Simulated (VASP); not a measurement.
Input of a VASP 6.6.1 run:

Contents of INCAR:

```
SYSTEM = Sr19Ca5
ALGO     = Normal         ! electronic algorithm
EDIFF    = 1E-6           ! SCF threshold, eV
ENCUT    = 400            ! plane-wave cutoff, eV
GGA      = PE             ! functional
GGA_COMPAT= .FALSE.      
ISIF     = 2              ! what is computed and relaxed
ISMEAR   = -1             ! smearing method
ISYM     = -1           
LASPH    = .TRUE.         ! aspherical terms in the spheres
LCHARG   = .FALSE.        ! write CHGCAR
LREAL    = Auto         
LWAVE    = .FALSE.        ! write WAVECAR
NBANDS   = 138            ! bands
NELM     = 120            ! most SCF steps
PREC     = Accurate       ! precision mode
SIGMA    = 0.05           ! smearing width, eV
```

The input KPOINTS:

```
explicit points
1
Reciprocal
  0.25000000   0.25000000   0.25000000 1
```

The input POSCAR:

```
Sr19Ca5
1.0
   10.4978800000     -0.1668760000      0.0738540000
   -0.1668760000     10.3895350000      0.2213770000
    0.0738540000      0.2213770000     11.1990180000
Sr Ca
19 5
Direct
    0.2921327945      0.7020173439      0.7637206522
    0.8303517718      0.3767556609      0.7135188248
    0.1493915692      0.0205677760      0.7149579189
    0.5751319445      0.2733893657      0.5006632803
    0.2569372580      0.6006529870      0.3879284237
    0.8216430328      0.9959216285      0.5107164961
    0.4375337724      0.1983215255      0.1931793088
    0.4888155175      0.4023161920      0.8399717249
    0.1545714744      0.1154357545      0.3705102945
    0.2634731894      0.8676273046      0.0845485489
    0.5246236006      0.0426753609      0.8201978160
    0.9295407646      0.8383992305      0.2163634695
    0.2555517166      0.5007487813      0.0953326640
    0.9829244938      0.7036597693      0.5725423431
    0.4724170913      0.9197453426      0.4422846399
    0.7279172005      0.3316046509      0.0785257029
    0.0625328343      0.2009451190      0.0556737271
    0.9640303075      0.6316327987      0.9522147863
    0.5838584358      0.7423519538      0.0996280273
    0.9280314853      0.4536976500      0.3225564008
    0.6571711732      0.6357517835      0.4276085151
    0.8330337633     -0.0140668864      0.8947259670
    0.6514501397      0.7211600198      0.7329312766
    0.1906933735      0.3777136161      0.6715842786
```

Potentials or basis: VASP PAW PBE potentials, release 64 (Sr_sv, Ca_sv).

Launch:

```sh
$ cat potpaw_PBE.64/Sr_sv/POTCAR potpaw_PBE.64/Ca_sv/POTCAR > POTCAR
$ mpirun -np 1 vasp_std > vasp.out
```

(1) What does it give for the largest force?

(2) Predict the pressure.

Results:

(1) 0.707 eV/Å.

(2) 1.1 GPa.

Caveat: the atoms stand as in a frame of molecular dynamics.
